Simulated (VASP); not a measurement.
Set up this calculation in VASP 6.6.1, as the native input.

- Task: single point
- Functional: PBE
- Dispersion: D3(BJ)
- Potentials or basis: VASP PAW PBE potentials, release 64 (Al)
- Cutoff: 520 eV
- k mesh: 18 × 18 × 6
- Occupations: gaussian, width 0.15 eV
- Spin: no spin polarisation
- Dipole correction: no
- Further INCAR settings: ALGO = Fast; EDIFF = 1e-06; NBANDS = 14

The structure of Al lies in POSCAR:

```
Al
1.0
    2.7956917514      0.0000000000      0.0000000000
   -1.3978458757      2.4211400779      0.0000000000
    0.0000000000      0.0000000000      9.3652877980
Al
4
Direct
    0.0000000000      0.0000000000      0.0000000000
    0.3333333333      0.6666666667      0.2500000000
    0.0000000000      0.0000000000      0.5000000000
    0.6666666667      0.3333333333      0.7500000000
```

This isn't the form of Al at room conditions, which is fcc.

The input as run:

INCAR

```
SYSTEM = Al
  ALGO = Fast
  EDIFF = 1E-6
  ENCUT = 520
  GGA = PE
  ISIF = 2
  ISMEAR = 0
  IVDW = 12
  LASPH = .True.
  LCHARG = .False.
  LREAL = .False.
  LWAVE = .False.
  NBANDS = 14
  NELM = 60
  PREC = Accurate
  SIGMA = 0.15
```

KPOINTS

```
k-points
0
Gamma
  18 18 6
  0 0 0
```

Potentials or basis: VASP PAW PBE potentials, release 64 (Al).

Run with:

```sh
$ cat potpaw_PBE.64/Al/POTCAR > POTCAR
$ mpirun -np 1 vasp_std > vasp.out
```

It gave:

| Quantity | Value |
| --- | --- |
| Pressure | 0.1 GPa |
| Band gap on the k mesh | zero (bands 6 and 7 overlap by 5.18 eV) |
| Dispersion energy per atom | -0.351 eV |

Wall time 3 min on 1 thread of Intel Xeon 8259CL, on a shared host, peak memory 0.25 GiB.
